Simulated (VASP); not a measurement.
# La2O3 in VASP: notebook, part 2 of 2

VASP 6.6.1. The steps go on from the part before.

## (6) Single point, r2SCAN

File POSCAR:

```
La2O3
1.0
    6.3702727145      0.0000000000      0.0000000000
   -3.1851363572      5.5168179998      0.0000000000
    0.0000000000      0.0000000000      3.2898942108
La O
2 3
Direct
    0.6666666667      0.3333333333      0.4981030000
    0.3333333333      0.6666666667      0.5018970000
    0.5046070000      0.0000000000      0.0000000000
    0.0000000000      0.5046070000      0.0000000000
    0.4953930000      0.4953930000      0.0000000000
```

File INCAR.step1:

```
PREC = Accurate
ENCUT = 520
ISMEAR = -1
SIGMA = 0.05
LREAL = False
LASPH = True
NELM = 80
NBANDS = 28
GGA = PE
ALGO = Normal
EDIFF = 1E-4
LWAVE = True
LCHARG = False
```

File INCAR.step2:

```
PREC = Accurate
ENCUT = 520
EDIFF = 1E-6
ISMEAR = -1
SIGMA = 0.05
LREAL = False
LASPH = True
NELM = 80
ALGO = Normal
ISIF = 2
LWAVE = False
LCHARG = False
METAGGA = R2SCAN
LMIXTAU = True
NBANDS = 28
ISTART = 1
```

File KPOINTS:

```
regular mesh
0
Gamma
  5 5 8
```

Potentials or basis: VASP PAW PBE potentials, release 64 (La, O).

The run is started by

```sh
cat potpaw_PBE.64/La/POTCAR potpaw_PBE.64/O/POTCAR > POTCAR
cp INCAR.step1 INCAR
mpirun -np 1 vasp_std > vasp.out
cp INCAR.step2 INCAR
mpirun -np 1 vasp_std > vasp.out
```

Run time: 4.6 min. Hardware: 1 thread of Intel Xeon Platinum 8488C (Sapphire Rapids), shared host; peak memory 0.3 GiB.

The run converged. Its results:

* Free energy: -94.7376 eV
* Pressure: -1.2 GPa
* Largest force: 0.039 eV/Å
* Band gap on the k mesh: 1.99 eV (least direct gap 2.45 eV)

Forces in eV/Å, atoms in the order of the input:
```
La   0.000  0.000  0.007
La   0.000  0.000 -0.007
O   -0.039  0.000  0.000
O    0.020 -0.034  0.000
O    0.020  0.034  0.000
```

Stress tensor (GPa, compression positive):
```
-0.95  0.00  0.00
 0.00 -0.95  0.00
 0.00  0.00 -1.65
```

Levels at points of the mesh, in eV from the valence-band top:
```
           k point  band 18  band 19  band 20  band 21  band 22  band 23
(0.00, 0.00, 0.00)    -0.97    -0.67    -0.46     1.99     3.93     4.59
(0.00, 0.00, 0.50)    -1.13    -0.28     0.00     4.83     4.90     4.92
```

Caveat: the PAW data sets were made with another functional, which shifts forces and pressure a little; spin-orbit coupling is left out, which moves the levels of the heavy elements; an odd mesh through Γ misses points on the zone boundary, where band edges can lie.

## (7) Relaxation of cell and atoms, LDA

File INCAR:

```
PREC = Accurate ; ENCUT = 600
EDIFF = 1E-6 ; ISMEAR = -1
SIGMA = 0.05 ; LREAL = F
LASPH = T ; NELM = 60
ALGO = Normal ; ISIF = 3
LWAVE = F ; LCHARG = F
GGA = CA ; IBRION = 2
NSW = 60 ; EDIFFG = -0.01
```

KPOINTS is that of step 6.

POSCAR is that of step 6.

Potentials or basis: VASP PAW LDA potentials, release 64 (La, O).

The run is started by

```sh
cat potpaw_LDA.64/La/POTCAR potpaw_LDA.64/O/POTCAR > POTCAR
mpirun -np 1 vasp_std > vasp.out
```

Run time: 23 min. Hardware: 1 thread of Intel Xeon Platinum 8488C (Sapphire Rapids), shared host; peak memory 0.3 GiB.

Results (log left out):

```
Free energy                           : -44.4606 eV
Relaxed volume                        : 21.84 Å³/atom
Relaxed cell                          : a = 6.248 Å, b = 6.248 Å, c = 3.231 Å, α = 90.00°, β = 90.00°, γ = 120.00°
Space group after relaxing (to 0.1 Å) : P6/mmm (No. 191)
Energy gained by relaxing             : 22.5 meV/atom
Ionic steps                           : 25
Pressure after relaxing               : 0.0 GPa
Band gap on the k mesh                : 1.19 eV (least direct gap 1.81 eV)
```

Step by step:
| step | energy change (eV) | largest force (eV/Å) | pressure (GPa) | volume (Å³) |
| --- | --- | --- | --- | --- |
| 1 | 0.0000 | 0.0510 | -5.34 | 115.62 |
| 2 | 0.0554 | 0.0316 | 7.66 | 103.19 |
| 3 | -0.1076 | 0.0356 | -0.24 | 109.83 |
| 4 | -0.1077 | 0.0352 | -0.13 | 109.72 |
| 5 | -0.1112 | 0.0317 | 0.02 | 109.26 |
| 6 | -0.1112 | 0.0311 | 0.04 | 109.18 |
| 7 | -0.1112 | 0.0310 | 0.06 | 109.17 |
| 8 | -0.1114 | 0.0296 | -0.03 | 109.26 |
| 9 | -0.1115 | 0.0268 | -0.21 | 109.43 |
| 10 | -0.1115 | 0.0258 | -0.21 | 109.43 |
| 11 | -0.1117 | 0.0242 | -0.19 | 109.42 |
| 12 | -0.1119 | 0.0205 | -0.15 | 109.40 |
| 13 | -0.1123 | 0.0135 | -0.08 | 109.36 |
| 14 | -0.1122 | 0.0280 | 0.06 | 109.28 |
| 15 | -0.1123 | 0.0134 | -0.03 | 109.33 |
| 16 | -0.1124 | 0.0147 | -0.02 | 109.30 |
| 17 | -0.1124 | 0.0144 | 0.06 | 109.18 |
| 18 | -0.1124 | 0.0145 | 0.06 | 109.21 |
| 19 | -0.1124 | 0.0146 | 0.05 | 109.24 |
| 20 | -0.1124 | 0.0142 | -0.02 | 109.28 |
| 21 | -0.1125 | 0.0126 | -0.05 | 109.31 |
| 22 | -0.1125 | 0.0089 | -0.06 | 109.31 |
| 23 | -0.1125 | 0.0073 | -0.06 | 109.30 |
| 24 | -0.1125 | 0.0009 | -0.05 | 109.29 |
| 25 | -0.1125 | 0.0010 | 0.04 | 109.22 |

Final structure:
```xyz
5
Lattice="6.2480 0.0000 0.0000 -3.1240 5.4109 0.0000 0.0000 0.0000 3.2306" Properties=species:S:1:pos:R:3 pbc="T T T"
La    3.1240    1.8036    1.6150
La    0.0000    3.6073    1.6156
O     3.1242    0.0000    0.0000
O    -1.5621    2.7057    0.0000
O     1.5619    2.7052    0.0000
```

Levels at points of the mesh, in eV from the valence-band top:
```
           k point  band 18  band 19  band 20  band 21  band 22  band 23
(0.00, 0.00, 0.00)    -1.19    -0.99    -0.63     1.19     3.19     3.80
(0.00, 0.00, 0.50)    -1.48    -0.56     0.00     4.13     4.16     4.24
```

Caveat: spin-orbit coupling is left out, which moves the levels of the heavy elements; an odd mesh through Γ misses points on the zone boundary, where band edges can lie.

## (8) Summary

| task | level | potentials or basis | cell | k mesh | cutoff (eV) | gap on the mesh (eV) | pressure (GPa) | relaxed volume (Å³/atom) | largest force (eV/Å) |
| --- | --- | --- | --- | --- | --- | --- | --- | --- | --- |
| relaxation of cell and atoms | LDA | VASP PAW LDA potentials, release 64 (La, O) | relaxed from a = 6.370, b = 6.370, c = 3.290 Å, angles 90.0, 90.0, 120.0°, 5 atoms, atomic positions A | 4 × 4 × 6 | 600 | 1.20 | -0.1 | 21.87 | 0.01 |
| single point | LDA | VASP PAW LDA potentials, release 64 (La, O) | a = 6.254, b = 6.254, c = 3.231 Å, angles 90.0, 90.0, 120.0°, 5 atoms, atomic positions B | 5 × 5 × 8 | 520 | 1.20 | 0.0 | - | - |
| single point | PBEsol | VASP PAW PBE potentials, release 64 (La, O) | a = 6.303, b = 6.303, c = 3.252 Å, angles 90.0, 90.0, 120.0°, 5 atoms, atomic positions B | 5 × 5 × 8 | 520 | 1.39 | -0.2 | - | - |
| single point | r2SCAN | VASP PAW PBE potentials, release 64 (La, O) | a = 6.355, b = 6.355, c = 3.279 Å, angles 90.0, 90.0, 120.0°, 5 atoms, atomic positions B | 5 × 5 × 8 | 520 | 1.95 | -0.3 | - | - |
| single point | r2SCAN | VASP PAW PBE potentials, release 64 (La, O) | a = 6.370, b = 6.370, c = 3.290 Å, angles 90.0, 90.0, 120.0°, 5 atoms, atomic positions A | 5 × 5 × 8 | 520 | 1.99 | -1.2 | - | 0.04 |
| relaxation of cell and atoms | LDA | VASP PAW LDA potentials, release 64 (La, O) | relaxed from a = 6.370, b = 6.370, c = 3.290 Å, angles 90.0, 90.0, 120.0°, 5 atoms, atomic positions A | 5 × 5 × 8 | 600 | 1.19 | 0.0 | 21.84 | - |

Alike in all rows: no spin polarisation; smearing fermi-dirac 0.05 eV.

Caveats: spin-orbit coupling is left out, which moves the levels of the heavy elements; an odd mesh through Γ misses points on the zone boundary, where band edges can lie (at least some runs); the PAW data sets were made with another functional, which shifts forces and pressure a little (at least some runs).

Total energies depend on the potentials used, so only differences within one code and one set of settings carry meaning.
